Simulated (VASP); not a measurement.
A run of VASP 6.6.1 is set up as follows.

The input INCAR:

```
PREC = Accurate
ENCUT = 500
EDIFF = 1E-6
ISMEAR = -1
SIGMA = 0.02
LREAL = F
LASPH = T
NELM = 120
ALGO = Normal
ISIF = 2
LWAVE = F
LCHARG = F
GGA = CA
NBANDS = 46
GGA_COMPAT = F
```

KPOINTS

```
Automatic mesh
0
Gamma
  6 6 6
```

File POSCAR:

```
InAgTe2
1.0
   -3.1774306365      3.1774306365      6.3147583767
    3.1774306365     -3.1774306365      6.3147583767
    3.1774306365      3.1774306365     -6.3147583767
In Ag Te
2 2 4
Direct
    0.5000000000      0.5000000000      0.0000000000
    0.2500000000      0.7500000000      0.5000000000
    0.0000000000      0.0000000000      0.0000000000
    0.7500000000      0.2500000000      0.5000000000
    0.3750000000      0.3648769020      0.4898769020
    0.6351230980      0.1250000000      1.0101230980
    0.8750000000      0.8851230980      0.5101230980
    0.1148769020      0.6250000000     -0.0101230980
```

Potentials or basis: VASP PAW LDA potentials, release 64 (In_d, Ag, Te).

Run with:

```bash
$ cat potpaw_LDA.64/In_d/POTCAR potpaw_LDA.64/Ag/POTCAR potpaw_LDA.64/Te/POTCAR > POTCAR
$ mpirun -np 1 vasp_std > vasp.out
```

(1) Estimate the largest force.

(2) Estimate the pressure.

Results:

(1) 0.006 eV/Å.

(2) 0.1 GPa.
